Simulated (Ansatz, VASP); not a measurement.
BN in VASP and in Ansatz

```xyz
2
Lattice="0.0000 3.2929 2.1633 1.2510 0.0000 2.1633 1.2510 3.2929 0.0000" Properties=species:S:1:pos:R:3 pbc="T T T"
B     1.2510    3.2929    0.0005
N     1.2510    3.2929    2.8840
```

Alike in both runs: task single point; functional r2SCAN0; k mesh 8 × 8 × 8; no spin polarisation.

|  | VASP | Ansatz |
| --- | --- | --- |
| version | VASP 6.6.1 | Ansatz 0.2.0 |
| potentials or method | VASP PAW PBE potentials, release 64 (B, N) | plane waves, PAW |
| plane-wave cutoff (eV) | 520 | 500 |
| occupations | gaussian, width 0.01 eV | fixed |
| valence electrons in the cell | 8 | 8 |

Ansatz gave:

| Item | Value |
| --- | --- |
| gap on the k mesh at the Fermi level (eV) | 5.72 |
| pressure (GPa) | -2.7 |
| traceless stress, the component that is largest in VASP (GPa) | 4.36 |

Problem. Estimate VASP's values.

Solution. gap on the k mesh at the Fermi level (eV): 5.75; pressure (GPa): -2.3; traceless stress, the component that is largest in VASP (GPa): 3.62.

VASP's potentials were made for PBE, not for r2SCAN0. Ansatz's warnings: stress exchange threshold loose, stress scf threshold loose.
